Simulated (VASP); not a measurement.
# SrTiO3 (Tausonite) (Pm-3m) in VASP: single point with PBE

Aim: the single point of SrTiO3 (Tausonite) with PBE.

Program: VASP 6.6.1. These are calculated values, not measurements. Logs are shortened: lines on timing, memory, paths and dates and some standing lists are left out, and cuts for length are marked.

### 1 The cell of the first run

The structure is cubic, space group Pm-3m (No. 221). Conventional cell: a = 3.936 Å, b = 3.936 Å, c = 3.936 Å, α = 90.00°, β = 90.00°, γ = 90.00°. Sr (site symmetry m-3m) has 12 O at 2.78 Å and 8 Ti at 3.41 Å within 3.7 Å. Within 2.6 Å of Ti (site symmetry m-3m) lie 6 O at 1.97 Å. Within 2.6 Å of O (site symmetry 4/mmm) lie 2 Ti at 1.97 Å.

### 2 Single point, PBE, collinear spin, antiferromagnetic start

The input, INCAR:

```
SYSTEM = SrTiO3
PREC     = Accurate       ! precision mode
ENCUT    = 520            ! plane-wave cutoff, eV
EDIFF    = 1E-7           ! SCF threshold, eV
ISMEAR   = 0              ! smearing method
SIGMA    = 0.05           ! smearing width, eV
LREAL    = .False.        ! projectors in reciprocal space
LASPH    = .True.         ! aspherical terms in the spheres
NELM     = 150            ! most SCF steps
ALGO     = Normal         ! electronic algorithm
ISIF     = 2              ! what is computed and relaxed
LWAVE    = .False.        ! write WAVECAR
LCHARG   = .False.        ! write CHGCAR
ISPIN    = 2              ! spin polarisation
MAGMOM   = 0 0 1 -1 0 0 0 0 0 0 ! initial moments
LORBIT   = 11             ! projections on sites
LMAXMIX  = 4              ! l up to which the mixer works
GGA      = PE             ! functional
NBANDS   = 55             ! bands
```

The input, KPOINTS:

```
regular mesh
0
Gamma
  6 6 6
  0 0 0
```

The input, POSCAR:

```
SrTiO3
1.0
    0.0000000000      3.9364552784      3.9364552784
    3.9364552784      0.0000000000      3.9364552784
    3.9364552784      3.9364552784      0.0000000000
Sr Ti O
2 2 6
Direct
    0.2500000000      0.2500000000      0.2500000000
    0.7500000000      0.7500000000      0.7500000000
    0.0000000000      0.0000000000      0.0000000000
    0.5000000000      0.5000000000      0.5000000000
   -0.2500000000      0.2500000000      0.2500000000
    0.2500000000     -0.2500000000      0.2500000000
    0.2500000000      0.2500000000     -0.2500000000
    0.2500000000      0.7500000000      0.7500000000
    0.7500000000      0.2500000000      0.7500000000
    0.7500000000      0.7500000000      0.2500000000
```

Potentials or basis: VASP PAW PBE potentials, release 64 (Sr_sv, Ti_sv, O).

Command:

```console
cat potpaw_PBE.64/Sr_sv/POTCAR potpaw_PBE.64/Ti_sv/POTCAR potpaw_PBE.64/O/POTCAR > POTCAR
mpirun -np 1 vasp_std > vasp.out
```

OUTCAR:

```text
SYSTEM = SrTiO3
   PREC = Accurate
   ENCUT = 520
   EDIFF = 1E-7
   ISMEAR = 0
   LREAL = .False.
   LASPH = .True.
   NELM = 150
   ISIF = 2
   ISPIN = 2
   LORBIT = 11
   GGA = PE

 ion  position               nearest neighbor table
   1  0.250  0.250  0.250-   5 2.78   6 2.78   7 2.78   7 2.78   8 2.78   9 2.78   6 2.78   8 2.78
                            10 2.78   5 2.78   9 2.78  10 2.78   3 3.41   3 3.41   4 3.41   3 3.41
   2  0.750  0.750  0.750-   8 2.78   9 2.78  10 2.78   5 2.78   6 2.78  10 2.78   5 2.78   7 2.78
                             9 2.78   6 2.78   7 2.78   8 2.78   4 3.41   4 3.41   3 3.41   4 3.41
   3  0.000  0.000  0.000-   5 1.97   6 1.97   7 1.97   8 1.97   9 1.97  10 1.97   2 3.41   2 3.41
                             2 3.41   1 3.41   1 3.41   1 3.41   2 3.41   1 3.41
   4  0.500  0.500  0.500-   5 1.97   6 1.97   7 1.97   8 1.97   9 1.97  10 1.97   1 3.41   1 3.41
                             1 3.41   2 3.41   2 3.41   2 3.41   2 3.41   1 3.41
   5  0.750  0.250  0.250-   3 1.97   4 1.97   1 2.78   2 2.78   2 2.78   1 2.78
   6  0.250  0.750  0.250-   3 1.97   4 1.97   1 2.78   2 2.78   1 2.78   2 2.78
   7  0.250  0.250  0.750-   3 1.97   4 1.97   1 2.78   1 2.78   2 2.78   2 2.78
   8  0.250  0.750  0.750-   3 1.97   4 1.97   2 2.78   1 2.78   1 2.78   2 2.78
   9  0.750  0.250  0.750-   3 1.97   4 1.97   2 2.78   1 2.78   2 2.78   1 2.78
  10  0.750  0.750  0.250-   3 1.97   4 1.97   2 2.78   2 2.78   1 2.78   1 2.78

  LATTYP: Found a face centered cubic cell.
 ALAT       =     7.8729105568

  Lattice vectors:

 A1 = (   0.0000000000,   3.9364552784,   3.9364552784)
 A2 = (   3.9364552784,   0.0000000000,   3.9364552784)
 A3 = (   3.9364552784,   3.9364552784,   0.0000000000)

Analysis of symmetry for initial positions (statically):
=====================================================================
 Subroutine PRICEL returns following result:

  LATTYP: Found a simple cubic cell.
 ALAT       =     3.9364552784
[... 12 lines left out ...]
 Subroutine GETGRP returns: Found 48 space group operations
 (whereof 48 operations were pure point group operations)
 out of a pool of 48 trial point group operations.

The static configuration has the point symmetry O_h .

Analysis of symmetry for dynamics (positions and initial velocities):
=====================================================================
 Subroutine PRICEL returns following result:

  LATTYP: Found a simple cubic cell.
 ALAT       =     3.9364552784
[... 12 lines left out ...]
 Subroutine GETGRP returns: Found 48 space group operations
 (whereof 48 operations were pure point group operations)
 out of a pool of 48 trial point group operations.

The dynamic configuration has the point symmetry O_h .

Analysis of structural, dynamic, and magnetic symmetry:
=====================================================================
 Subroutine PRICEL returns following result:

  LATTYP: Found a simple cubic cell.
 ALAT       =     3.9364552784
[... 12 lines left out ...]
 Subroutine GETGRP returns: Found 48 space group operations
 (whereof 48 operations were pure point group operations)
 out of a pool of 48 trial point group operations.

The overall configuration has the point symmetry O_h .

 Subroutine INISYM returns: Found 48 space group operations
 (whereof 48 operations are pure point group operations),
 and found     2 'primitive' translations

----------------------------------------------------------------------------------------

                                     Primitive cell

  volume of cell :      60.9981

  direct lattice vectors                    reciprocal lattice vectors
    -3.936455278  0.000000000  0.000000000    -0.254035656  0.000000000  0.000000000
     0.000000000  0.000000000  3.936455278     0.000000000  0.000000000  0.254035656
     0.000000000  3.936455278  0.000000000     0.000000000  0.254035656  0.000000000

  length of vectors
     3.936455278  3.936455278  3.936455278     0.254035656  0.254035656  0.254035656

  position of ions in fractional coordinates (direct lattice)
     0.500000000  0.500000000  0.500000000
     0.000000000  0.000000000  0.000000000
     0.500000000  1.000000000  1.000000000
     0.000000000  1.000000000  0.500000000
     0.000000000  0.500000000  1.000000000

  ion indices of the primitive-cell ions
   primitive index   ion index
                 1           1
                 2           3
                 3           5
                 4           6
                 5           7

----------------------------------------------------------------------------------------

 KPOINTS: regular mesh

Automatic generation of k-mesh.
 Grid dimensions read from file:
 generate k-points for:    6    6    6

 Generating k-lattice:

[... 23 lines left out ...]
  0.333333  0.166667  0.000000     24.000000
[... 8 lines left out ...]
 -0.333333  0.333333  0.166667     24.000000
 -0.333333  0.500000  0.166667     12.000000
   k-points           NKPTS =     16   k-points in BZ     NKDIM =     16   number of bands    NBANDS=     55
   number of dos      NEDOS =    301   number of ions     NIONS =     10
   total plane-waves  NPLWV =  74088
   dimension x,y,z NGX =    42 NGY =   42 NGZ =   42
   dimension x,y,z NGXF=    84 NGYF=   84 NGZF=   84
   ions per type =               2   2   6
   NGX,Y,Z   is equivalent  to a cutoff of  12.54, 12.54, 12.54 a.u.
   NGXF,Y,Z  is equivalent  to a cutoff of  25.08, 25.08, 25.08 a.u.
 SYSTEM =  SrTiO3
   PREC   = accura    normal or accurate (medium, high low for compatibility)
   ISTART =      0    job   : 0-new  1-cont  2-samecut
   ICHARG =      2    charge: 1-file 2-atom 10-const
   ISPIN  =      2    spin polarized calculation?
   LNONCOLLINEAR =      F non collinear calculations
   LSORBIT =      F    spin-orbit coupling
   LASPH  =      T    aspherical Exc in radial PAW
   ENCUT  =  520.0 eV  38.22 Ry    6.18 a.u.  10.35 10.35 10.35*2*pi/ulx,y,z
   NELM   =    150;   NELMIN=  2; NELMDL= -5     # of ELM steps
   EDIFF  = 0.1E-06   stopping-criterion for ELM
   LREAL  =      F    real-space projection
   EDIFFG = 0.1E-05   stopping-criterion for IOM
   NSW    =      0    number of steps for IOM
   IBRION =     -1    ionic relax: 0-MD 1-quasi-New 2-CG
   NFREE  =      0    steps in history (QN), initial steepest desc. (CG)
   ISIF   =      2    stress and relaxation
   ISYM   =      2    0-nonsym 1-usesym 2-fastsym
   POTIM  = 0.5000    time-step for ionic-motion
   TEBEG  =    0.0;   TEEND  =   0.0 temperature during run
   PSTRESS=    0.0 pullay stress
   NELECT =      80.0000    total number of electrons
   NUPDOWN=      -1.0000    fix difference up-down
   EMIN   =  10.00;   EMAX   =-10.00  energy-range for DOS
   EFERMI =   0.00;   METHOD = LEGACY
   ISMEAR =     0;   SIGMA  =   0.05  broadening in eV -4-tet -1-fermi 0-gaus
   EFERMI_NEDOS =   21; number of points for ismear=-14 and -15
   IALGO  =     38    algorithm
   IMIX   =      4    mixing-type and parameters
     AMIX     =   0.40;   BMIX     =  1.00
     AMIX_MAG =   1.60;   BMIX_MAG =  1.00
  volume/ion in A,a.u.               =      12.20        82.33
  Fermi-wavevector in a.u.,A,eV,Ry     =   1.422294  2.687747 27.523517  2.022921
  Thomas-Fermi vector in A             =   2.543013
   LORBIT       =     11    0 simple, 1 ext, 2 COOP (PROOUT), +10 PAW based schemes
   GGA     = PE    functional components
   LHFCALC =     F    Hartree Fock is set to
   AEXX    =    0.0000 exact exchange contribution
   IVDW    =     0    specifies the selected vdW correction
   LEPSILON=     F    determine dielectric tensor
   LRPA    =     F    only Hartree local field effects (RPA)
 spin polarized calculation
 Gauss-broadening in eV      SIGMA  =   0.05
  energy-cutoff  :      520.00
  volume of cell :      122.00
 maximum number of plane-waves:      3306
 NGX is ok and might be reduce to    42
   NGX = 21   NGY = 21   NGZ = 21

 number of electron      80.0000037 magnetization       0.0000000

 number of electron      80.0000037 magnetization      -0.0000000

 Free energy of the ion-electron system (eV)
  ---------------------------------------------------
  ext. energy  EPLUGINS =         0.00000000
  ---------------------------------------------------
  free energy    TOTEN  =       -80.20674566 eV

  energy without entropy =      -80.20674566  energy(sigma->0) =      -80.20674566

 E-fermi :   4.3694     XC(G=0): -11.1442

 val. band max:        3.9701503698   @ k =   0.0000   0.0000   0.0000
 cond. band min:       5.7812379430   @ k =   0.0000   0.0000   0.0000
 fundamental gap:      1.8110875733
 Fermi energy:         4.3694294692

 spin component 1

 k-point     1 :       0.0000    0.0000    0.0000
  band No.  band energies     occupation
      1     -52.5929      1.00000
      2     -52.5889      1.00000
      3     -28.8948      1.00000
      4     -28.8821      1.00000
      5     -28.8821      1.00000
      6     -28.8821      1.00000
[... 869 lines left out ...]
     51      11.5766      0.00000
     52      11.7098      0.00000
 Fermi energy:         4.3694294692

 spin component 2

 k-point     1 :       0.0000    0.0000    0.0000
  band No.  band energies     occupation
      1     -52.5929      1.00000
      2     -52.5889      1.00000
      3     -28.8948      1.00000
      4     -28.8821      1.00000
      5     -28.8821      1.00000
      6     -28.8821      1.00000
[... 869 lines left out ...]
     51      11.5766      0.00000
     52      11.7098      0.00000
 [bands above 52 left out]

------------------------ aborting loop because EDIFF is reached ----------------------------------------

  FORCE on cell =-STRESS in cart. coord.  units (eV):
  Direction    XX          YY          ZZ          XY          YZ          ZX
  --------------------------------------------------------------------------------------
  -------------------------------------------------------------------------------------
  Total        0.4695458      0.4695458      0.4695458     -0.0000000      0.0000000     -0.0000000
  in kB        6.1665550      6.1665550      6.1665550     -0.0000000      0.0000000     -0.0000000
  external PRESSURE =       6.1665550 kB  Pullay stress =       0.0000000 kB

 VOLUME and BASIS-vectors are now :
 -----------------------------------------------------------------------------
  energy-cutoff  :      520.00
  volume of cell :      122.00
      direct lattice vectors                 reciprocal lattice vectors
     0.000000000  3.936455278  3.936455278    -0.127017828  0.127017828  0.127017828
     3.936455278  0.000000000  3.936455278     0.127017828 -0.127017828  0.127017828
     3.936455278  3.936455278  0.000000000     0.127017828  0.127017828 -0.127017828

 POSITION                                       TOTAL-FORCE (eV/Angst)
 -----------------------------------------------------------------------------------
      1.96823      1.96823      1.96823        -0.000000     -0.000000     -0.000000
      5.90468      5.90468      5.90468         0.000000      0.000000      0.000000
      0.00000      0.00000      0.00000         0.000000     -0.000000      0.000000
      3.93646      3.93646      3.93646        -0.000000      0.000000     -0.000000
      1.96823      3.93646      3.93646        -0.000000     -0.000000     -0.000000
      3.93646      1.96823      3.93646        -0.000000     -0.000000      0.000000
      3.93646      3.93646      1.96823         0.000000      0.000000     -0.000000
      5.90468      3.93646      3.93646         0.000000      0.000000     -0.000000
      3.93646      5.90468      3.93646         0.000000     -0.000000     -0.000000
      3.93646      3.93646      5.90468        -0.000000     -0.000000      0.000000
 -----------------------------------------------------------------------------------
    total drift:                               -0.000000      0.000000      0.000000

  FREE ENERGIE OF THE ION-ELECTRON SYSTEM (eV)
  ---------------------------------------------------
  free  energy   TOTEN  =       -80.2067456634 eV

  energy  without entropy=      -80.2067456634  energy(sigma->0) =      -80.20674566

 total charge

# of ion       s       p       d       tot
------------------------------------------
    1        1.997   5.792   0.192   7.982
    2        1.997   5.792   0.192   7.982
    3        2.224   6.303   1.733  10.259
    4        2.224   6.303   1.733  10.259
    5        1.564   3.481   0.000   5.045
    6        1.564   3.481   0.000   5.045
    7        1.564   3.481   0.000   5.045
    8        1.564   3.481   0.000   5.045
    9        1.564   3.481   0.000   5.045
   10        1.564   3.481   0.000   5.045
--------------------------------------------------
tot         17.824  45.076   3.850  66.749

 magnetization (x)

# of ion       s       p       d       tot
------------------------------------------
    1        0.000   0.000   0.000   0.000
    2        0.000   0.000   0.000   0.000
    3       -0.000   0.000   0.000   0.000
    4        0.000  -0.000  -0.000  -0.000
    5        0.000   0.000   0.000   0.000
    6        0.000   0.000   0.000   0.000
    7        0.000   0.000   0.000   0.000
    8        0.000   0.000   0.000   0.000
    9        0.000   0.000   0.000   0.000
   10        0.000   0.000   0.000   0.000
--------------------------------------------------
tot          0.000   0.000   0.000   0.000
```

It took 5.2 min on 1 thread of Intel Xeon Platinum 8375C at 2.90GHz (Ice Lake), shared host; peak memory 0.4 GiB.

Results:

```
Free energy                                           : -80.2067 eV
Pressure                                              : 0.6 GPa
Band gap on the k mesh                                : 1.81 eV
Net moment                                            : 0.00 μB per cell
Valence electrons inside the program's atomic spheres : Sr 7.98; Ti 10.26; O 5.04
```

Levels at points of the mesh, in eV from the valence-band top:
Spin up:
| k point | band 38 | band 39 | band 40 | band 41 | band 42 | band 43 |
| --- | --- | --- | --- | --- | --- | --- |
| (0.00, 0.00, 0.00) | 0.00 | 0.00 | 0.00 | 1.81 | 1.81 | 1.81 |
| (0.50, 0.00, 0.00) | -0.91 | -0.60 | -0.60 | 3.24 | 3.24 | 3.30 |
| (0.50, 0.50, 0.00) | -0.73 | -0.73 | -0.09 | 1.97 | 3.66 | 3.66 |
Spin down:
```csv
k point,band 38,band 39,band 40,band 41,band 42,band 43
"(0.00, 0.00, 0.00)",0.00,0.00,0.00,1.81,1.81,1.81
"(0.50, 0.00, 0.00)",-0.91,-0.60,-0.60,3.24,3.24,3.30
"(0.50, 0.50, 0.00)",-0.73,-0.73,-0.09,1.97,3.66,3.66
```

A k mesh can miss the band edges.
